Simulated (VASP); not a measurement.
# Zr (I4_1/amd) in VASP: a series of runs, part 2 of 2

VASP 6.6.1. The steps go on from the part before.

**3. Single point, PBEsol**

This run uses another cell than the first one, of 22.50 Å³/atom.

File INCAR:

```
SYSTEM = Zr
ALGO     = Normal         ! electronic algorithm
EDIFF    = 1E-6           ! SCF threshold, eV
ENCUT    = 500            ! plane-wave cutoff, eV
GGA      = PS             ! functional
GGA_COMPAT= .FALSE.      
ISIF     = 2              ! what is computed and relaxed
ISMEAR   = 0              ! smearing method
LASPH    = .TRUE.         ! aspherical terms in the spheres
LCHARG   = .FALSE.        ! write CHGCAR
LREAL    = .FALSE.        ! projectors in reciprocal space
LWAVE    = .FALSE.        ! write WAVECAR
NBANDS   = 19             ! bands
NELM     = 120            ! most SCF steps
PREC     = Accurate       ! precision mode
SIGMA    = 0.1            ! smearing width, eV
```

File KPOINTS:

```
k-points
0
G
  20 20 20
  0 0 0
```

File POSCAR:

```
Zr
1.0
   -2.7277949941      2.7277949941      1.5116213466
    2.7277949941     -2.7277949941      1.5116213466
    2.7277949941      2.7277949941     -1.5116213466
Zr
2
Direct
    0.0000000000      0.0000000000      0.0000000000
    0.7500000000      0.2500000000      0.5000000000
```

Potentials or basis: VASP PAW PBE potentials, release 64 (Zr_sv).

On the command line:

```
$ cat potpaw_PBE.64/Zr_sv/POTCAR > POTCAR
$ mpirun -np 1 vasp_std > vasp.out
```

OUTCAR:

```text
SYSTEM = Zr
   EDIFF = 1E-6
   ENCUT = 500
   GGA = PS
   ISIF = 2
   ISMEAR = 0
   LASPH = .TRUE.
   LREAL = .FALSE.
   NELM = 120
   PREC = Accurate

 ion  position               nearest neighbor table
   1  0.000  0.000  0.000-   2 2.83   2 2.83   2 2.83   2 2.83   2 3.55   2 3.55   2 3.55   2 3.55

   2  0.750  0.250  0.500-   1 2.83   1 2.83   1 2.83   1 2.83   1 3.55   1 3.55   1 3.55   1 3.55

  LATTYP: Found a body centered tetragonal cell.
 ALAT       =     5.4555899882
 C/A-ratio  =     0.5541550409

  Lattice vectors:

 A1 = (  -2.7277949941,   2.7277949941,   1.5116213466)
 A2 = (   2.7277949941,  -2.7277949941,   1.5116213466)
 A3 = (   2.7277949941,   2.7277949941,  -1.5116213466)

Analysis of symmetry for initial positions (statically):
=====================================================================
 Subroutine PRICEL returns:
 Original cell was already a primitive cell.

 Routine SETGRP: Setting up the symmetry group for a
 body centered tetragonal supercell.

 Subroutine GETGRP returns: Found 16 space group operations
 (whereof  8 operations were pure point group operations)
 out of a pool of 16 trial point group operations.

The static configuration has the point symmetry D_2d.
 The point group associated with its full space group is D_4h.

Analysis of symmetry for dynamics (positions and initial velocities):
=====================================================================
 Subroutine PRICEL returns:
 Original cell was already a primitive cell.

 Routine SETGRP: Setting up the symmetry group for a
 body centered tetragonal supercell.

 Subroutine GETGRP returns: Found 16 space group operations
 (whereof  8 operations were pure point group operations)
 out of a pool of 16 trial point group operations.

The dynamic configuration has the point symmetry D_2d.
 The point group associated with its full space group is D_4h.

 Subroutine INISYM returns: Found 16 space group operations
 (whereof  8 operations are pure point group operations),
 and found     1 'primitive' translations

----------------------------------------------------------------------------------------

                                     Primitive cell

  volume of cell :      44.9911

  direct lattice vectors                    reciprocal lattice vectors
    -2.727794994  2.727794994  1.511621347     0.000000000  0.183298232  0.330770666
     2.727794994 -2.727794994  1.511621347     0.183298232  0.000000000  0.330770666
     2.727794994  2.727794994 -1.511621347     0.183298232  0.183298232  0.000000000

  length of vectors
     4.143275293  4.143275293  4.143275293     0.378163292  0.378163292  0.259222846

  position of ions in fractional coordinates (direct lattice)
     0.000000000  0.000000000  0.000000000
     0.750000000  0.250000000  0.500000000

  ion indices of the primitive-cell ions
   primitive index   ion index
                 1           1
                 2           2

----------------------------------------------------------------------------------------

 KPOINTS: k-points

Automatic generation of k-mesh.
 Grid dimensions read from file:
 generate k-points for:   20   20   20

 Generating k-lattice:

  Cartesian coordinates                     Fractional coordinates (reciprocal lattice)
     0.000000000  0.009164912  0.016538533     0.050000000  0.000000000  0.000000000
     0.009164912  0.000000000  0.016538533     0.000000000  0.050000000  0.000000000
     0.009164912  0.009164912  0.000000000     0.000000000  0.000000000  0.050000000

  Length of vectors
     0.018908165  0.018908165  0.012961142

  Shift w.r.t. Gamma in fractional coordinates (k-lattice)
     0.000000000  0.000000000  0.000000000

 Subroutine IBZKPT returns following result:
 ===========================================

 Found    641 irreducible k-points:

 Following reciprocal coordinates:
            Coordinates               Weight
  0.000000  0.000000  0.000000      1.000000
  0.050000  0.000000  0.000000      8.000000
  0.100000  0.000000 -0.000000      8.000000
  0.150000  0.000000 -0.000000      8.000000
  0.200000  0.000000 -0.000000      8.000000
  0.250000  0.000000  0.000000      8.000000
[... 16 lines left out ...]
 -0.400000  0.050000  0.000000     16.000000
 -0.350000  0.050000  0.000000     16.000000
 [... further k-points ...]
   k-points           NKPTS =    641   k-points in BZ     NKDIM =    641   number of bands    NBANDS=     19
   number of dos      NEDOS =    301   number of ions     NIONS =      2
   total plane-waves  NPLWV =  27000
   dimension x,y,z NGX =    30 NGY =   30 NGZ =   30
   dimension x,y,z NGXF=    60 NGYF=   60 NGZF=   60
   ions per type =               2
   NGX,Y,Z   is equivalent  to a cutoff of  12.04, 12.04, 12.04 a.u.
   NGXF,Y,Z  is equivalent  to a cutoff of  24.07, 24.07, 24.07 a.u.
 SYSTEM =  Zr
   PREC   = accura    normal or accurate (medium, high low for compatibility)
   ISTART =      0    job   : 0-new  1-cont  2-samecut
   ICHARG =      2    charge: 1-file 2-atom 10-const
   ISPIN  =      1    spin polarized calculation?
   LNONCOLLINEAR =      F non collinear calculations
   LSORBIT =      F    spin-orbit coupling
   LASPH  =      T    aspherical Exc in radial PAW
   ENCUT  =  500.0 eV  36.75 Ry    6.06 a.u.   7.55  7.55  7.55*2*pi/ulx,y,z
   NELM   =    120;   NELMIN=  2; NELMDL= -5     # of ELM steps
   EDIFF  = 0.1E-05   stopping-criterion for ELM
   LREAL  =      F    real-space projection
[... 7 lines left out ...]
   TEBEG  =    0.0;   TEEND  =   0.0 temperature during run
   PSTRESS=    0.0 pullay stress
   NELECT =      24.0000    total number of electrons
   NUPDOWN=      -1.0000    fix difference up-down
   EMIN   =  10.00;   EMAX   =-10.00  energy-range for DOS
   EFERMI =   0.00;   METHOD = LEGACY
   ISMEAR =     0;   SIGMA  =   0.10  broadening in eV -4-tet -1-fermi 0-gaus
   EFERMI_NEDOS =   21; number of points for ismear=-14 and -15
   IALGO  =     38    algorithm
   IMIX   =      4    mixing-type and parameters
     AMIX     =   0.40;   BMIX     =  1.00
     AMIX_MAG =   1.60;   BMIX_MAG =  1.00
  volume/ion in A,a.u.               =      22.50       151.81
  Fermi-wavevector in a.u.,A,eV,Ry     =   1.327710  2.509007 23.984523  1.762813
  Thomas-Fermi vector in A             =   2.457002
   LORBIT       =      0    0 simple, 1 ext, 2 COOP (PROOUT), +10 PAW based schemes
   GGA     = PS    functional components
   LHFCALC =     F    Hartree Fock is set to
   AEXX    =    0.0000 exact exchange contribution
   IVDW    =     0    specifies the selected vdW correction
   LEPSILON=     F    determine dielectric tensor
   LRPA    =     F    only Hartree local field effects (RPA)
 non-spin polarized calculation
 Gauss-broadening in eV      SIGMA  =   0.10
  energy-cutoff  :      500.00
  volume of cell :       44.99
 maximum number of plane-waves:      1161
   NGX = 15   NGY = 15   NGZ = 15

 number of electron      24.0000000 magnetization

 Free energy of the ion-electron system (eV)
  ---------------------------------------------------
  ext. energy  EPLUGINS =         0.00000000
  ---------------------------------------------------
  free energy    TOTEN  =       -17.22377963 eV

  energy without entropy =      -17.20783856  energy(sigma->0) =      -17.21580910

 E-fermi :   8.7806     XC(G=0): -11.3127

 val. band max:        8.7804073553   @ k =  -0.4000   0.4000   0.4000
 cond. band min:       8.7810496724   @ k =  -0.4000   0.5000   0.1500
 fundamental gap:      0.0006423171
 Fermi energy:         8.7805792769

 k-point     1 :       0.0000    0.0000    0.0000
  band No.  band energies     occupation
      1     -39.5836      2.00000
      2     -39.1792      2.00000
      3     -18.1417      2.00000
      4     -18.1417      2.00000
      5     -16.9792      2.00000
      6     -16.9602      2.00000
[... 11 lines left out ...]
     18      15.1751      0.00000
     19      15.1754      0.00000

 k-point     2 :       0.0500    0.0000    0.0000
  band No.  band energies     occupation
      1     -39.5792      2.00000
      2     -39.1791      2.00000
      3     -18.1399      2.00000
      4     -18.1309      2.00000
      5     -17.0071      2.00000
      6     -16.9843      2.00000
[... 476 lines left out ...]
 k-point    24 :      -0.3500    0.0500    0.0000
  band No.  band energies     occupation
      1     -39.4457      2.00000
      2     -39.1961      2.00000
      3     -18.0984      2.00000
      4     -17.8664      2.00000
      5     -17.6455      2.00000
      6     -17.4146      2.00000
[... 11 lines left out ...]
     18      13.5317      0.00000
     19      14.9843      0.00000

 [... further k-points ...]

------------------------ aborting loop because EDIFF is reached ----------------------------------------

  FORCE on cell =-STRESS in cart. coord.  units (eV):
  Direction    XX          YY          ZZ          XY          YZ          ZX
  --------------------------------------------------------------------------------------
  -------------------------------------------------------------------------------------
  Total        0.0360514      0.0360514      0.0246845      0.0000000      0.0000000      0.0000000
  in kB        1.2838262      1.2838262      0.8790396      0.0000000      0.0000000      0.0000000
  external PRESSURE =       1.1488973 kB  Pullay stress =       0.0000000 kB

 VOLUME and BASIS-vectors are now :
 -----------------------------------------------------------------------------
  energy-cutoff  :      500.00
  volume of cell :       44.99
      direct lattice vectors                 reciprocal lattice vectors
    -2.727794994  2.727794994  1.511621347     0.000000000  0.183298232  0.330770666
     2.727794994 -2.727794994  1.511621347     0.183298232  0.000000000  0.330770666
     2.727794994  2.727794994 -1.511621347     0.183298232  0.183298232  0.000000000

 POSITION                                       TOTAL-FORCE (eV/Angst)
 -----------------------------------------------------------------------------------
      0.00000      0.00000      0.00000        -0.000000     -0.000000      0.000000
      0.00000      2.72779      0.75581         0.000000      0.000000     -0.000000
 -----------------------------------------------------------------------------------
    total drift:                                0.000000     -0.000000      0.000000

  FREE ENERGIE OF THE ION-ELECTRON SYSTEM (eV)
  ---------------------------------------------------
  free  energy   TOTEN  =       -17.2237796322 eV

  energy  without entropy=      -17.2078385599  energy(sigma->0) =      -17.21580910
```

It took 7.4 min on 1 thread of Oxide Virtual Turin-like, shared host; peak memory 0.47 GiB.

Results:

```
Free energy            : -17.2238 eV
Pressure               : 0.1 GPa
Band gap on the k mesh : zero (bands 12 and 13 overlap by 1.21 eV)
```

Caveat: the PAW data sets were made with another functional, which shifts forces and pressure a little.
